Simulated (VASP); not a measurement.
# Ti3H in VASP: notebook, part 2 of 2

VASP 6.6.1. Earlier steps stand in the parts before.

### 4 Relaxation of the atoms, PBE

The input, INCAR:

```
PREC     = Accurate       # precision mode
ENCUT    = 520            # plane-wave cutoff, eV
EDIFF    = 1E-6           # SCF threshold, eV
ISMEAR   = 0              # smearing method
SIGMA    = 0.1            # smearing width, eV
LREAL    = False          # projectors in reciprocal space
LASPH    = True           # aspherical terms in the spheres
NELM     = 100            # most SCF steps
ALGO     = Fast           # electronic algorithm
ISIF     = 2              # what is computed and relaxed
LWAVE    = False          # write WAVECAR
LCHARG   = False          # write CHGCAR
LDIPOL   = True         
IDIPOL   = 3            
DIPOL    = 0.5 0.5 0.359
GGA      = PE             # functional
IBRION   = 2              # ionic algorithm
NSW      = 36             # ionic steps
EDIFFG   = -0.025         # ionic threshold
```

The input, KPOINTS:

```
regular mesh
0
Gamma
  10 10 1
```

The input, POSCAR:

```
Ti3H
1.0
    2.8192036097      0.0000000000      0.0000000000
   -0.9397345366      2.6579706533      0.0000000000
    0.0000000000      0.0000000000     19.8263799740
Ti H
3 1
Selective dynamics
Direct
    0.5000000000      0.5000000000      0.2017514042  F F F
    0.0000000000      0.0000000000      0.3111715134  F F F
    0.5000000000      0.5000000000      0.4199647129  F F F
    0.5000000000      0.6666666667      0.5050493819  F F T
```

Potentials or basis: VASP PAW PBE potentials, release 64 (Ti_sv, H).

Run with:

```console
$ cat potpaw_PBE.64/Ti_sv/POTCAR potpaw_PBE.64/H/POTCAR > POTCAR
$ mpirun -np 1 vasp_std > vasp.out
```

OUTCAR:

```text
PREC = Accurate
   ENCUT = 520
   EDIFF = 1E-6
   ISMEAR = 0
   LREAL = False
   LASPH = True
   NELM = 100
   ISIF = 2
   GGA = PE
   IBRION = 2
   NSW = 36
   EDIFFG = -0.025

 ion  position               nearest neighbor table
   1  0.500  0.500  0.202-   2 2.71   2 2.71
   2  0.000  0.000  0.311-   3 2.70   3 2.70   1 2.71   1 2.71
   3  0.500  0.500  0.420-   4 1.75   2 2.70   2 2.70
   4  0.500  0.667  0.505-   3 1.75

  LATTYP: Found a base centered orthorhombic cell.
 ALAT       =     3.2553359259
 B/A-ratio  =     1.4142135624
 C/A-ratio  =     6.0904252050

  Lattice vectors:

 A1 = (   2.8192036097,   0.0000000000,   0.0000000000)
 A2 = (  -0.9397345366,   2.6579706533,   0.0000000000)
 A3 = (   0.0000000000,   0.0000000000,  19.8263799740)

Analysis of symmetry for initial positions (statically):
=====================================================================
 Subroutine PRICEL returns:
 Original cell was already a primitive cell.
[... 200 lines left out ...]
  -------------------------------------------------------------------------------------
  Total       -0.1825194      0.2041633      0.4084932      0.3007303      1.3272790     -0.6607340
  in kB       -1.9683374      2.2017507      4.4052988      3.2431546     14.3137282     -7.1255299
  external PRESSURE =       1.5462374 kB  Pullay stress =       0.0000000 kB
[... 63 lines left out ...]
--------------------------------------- Ionic step        3  -------------------------------------------

 number of electron      36.9999993 magnetization

 dipolmoment           0.000000      0.000000      0.090268 electrons x Angstroem

 Free energy of the ion-electron system (eV)
  ---------------------------------------------------
  ext. energy  EPLUGINS =         0.00000000
  ---------------------------------------------------
  free energy    TOTEN  =       -24.59689502 eV

  energy without entropy =      -24.55374834  energy(sigma->0) =      -24.57532168

 E-fermi :  -0.5312     XC(G=0):  -5.1382

 val. band max:       -0.5318759829   @ k =   0.3000   0.0000   0.0000
 cond. band min:      -0.5284396810   @ k =   0.1000   0.0000   0.0000
 fundamental gap:      0.0034363019
 Fermi energy:        -0.5311905453

 k-point     1 :       0.0000    0.0000    0.0000
  band No.  band energies     occupation
      1     -57.1534      2.00000
      2     -57.1344      2.00000
      3     -56.7715      2.00000
      4     -33.6072      2.00000
      5     -33.4161      2.00000
      6     -33.2102      2.00000
[... 589 lines left out ...]
     21      -0.1411      0.00000
     22       0.4477      0.00000

 [... further k-points ...]

------------------------ aborting loop because EDIFF is reached ----------------------------------------

 vacuum level on the upper side and lower side of the slab       (xc-potential included)         1.051        -1.151

  FORCE on cell =-STRESS in cart. coord.  units (eV):
  Direction    XX          YY          ZZ          XY          YZ          ZX
  --------------------------------------------------------------------------------------
  -------------------------------------------------------------------------------------
  Total       -0.1804085      0.2162107      0.5319903      0.2984931      1.3535811     -0.6710260
  in kB       -1.9455735      2.3316736      5.7371239      3.2190283     14.5973770     -7.2365222
  external PRESSURE =       2.0410747 kB  Pullay stress =       0.0000000 kB
[... 19 lines left out ...]
  FREE ENERGIE OF THE ION-ELECTRON SYSTEM (eV)
  ---------------------------------------------------
  free  energy   TOTEN  =       -24.5968950191 eV

  energy  without entropy=      -24.5537483429  energy(sigma->0) =      -24.57532168

 reached required accuracy - stopping structural energy minimisation

 vacuum level on the upper side and lower side of the slab         5.945         3.677
```

Run time: 27 min. Hardware: 1 thread of Oxide Virtual Turin-like, shared host; peak memory 0.35 GiB.

Results:

* Free energy: -24.5969 eV
* Energy gained by relaxing: 0.1 meV/atom
* Ionic steps: 3
* Band gap on the k mesh: zero (an odd number of electrons rules out a gap without spin polarisation)

The path:
```csv
step,energy change (eV),largest force on free atoms (eV/Å),pressure (GPa)
1,0.0000,0.0809,0.15
2,-0.0003,0.0487,0.18
3,-0.0004,0.0135,0.20
```

Final structure:
```yaml
crystal:
  lattice:
    - [2.81920, 0.00000, 0.00000]
    - [-0.93973, 2.65797, 0.00000]
    - [0.00000, 0.00000, 19.82638]
  atoms:
    - { symbol: Ti, position: [0.50000, 0.50000, 0.20175] }
    - { symbol: Ti, position: [0.00000, 0.00000, 0.31117] }
    - { symbol: Ti, position: [0.50000, 0.50000, 0.41996] }
    - { symbol: H, position: [0.50000, 0.66667, 0.50464] }
```

Levels at points of the mesh, in eV from the Fermi level:
```csv
k point,band 17,band 18,band 19,band 20,band 21,band 22
"(0.00, 0.00, 0.00)",-0.39,-0.01,0.11,0.94,1.11,1.13
"(0.50, 0.00, 0.00)",-0.43,-0.25,-0.23,0.52,0.70,1.48
"(0.00, 0.50, 0.00)",-0.37,-0.27,-0.14,0.37,1.00,1.76
"(0.50, 0.50, 0.00)",-1.11,-0.43,-0.12,1.30,1.45,2.20
```

### 5 The runs side by side

| task | cell | atoms held fixed (from 0) | atoms held along some axes (from 0) | gap on the mesh (eV) | largest force (eV/Å) |
| --- | --- | --- | --- | --- | --- |
| single point | as given, atomic positions A | - | - | none | 1.31 |
| single point | as given, atomic positions B | - | - | none | 0.92 |
| relaxation of the atoms | atoms relaxed, atomic positions C | [0, 1, 2] | atom 3 along a and b | none | - |

Alike in all rows: level PBE; potentials or basis VASP PAW PBE potentials, release 64 (Ti_sv, H); no spin polarisation; k mesh 10 × 10 × 1; cutoff (eV) 520; smearing gaussian 0.1 eV.

Total energies depend on the potentials used, so only differences within one code and one set of settings carry meaning.
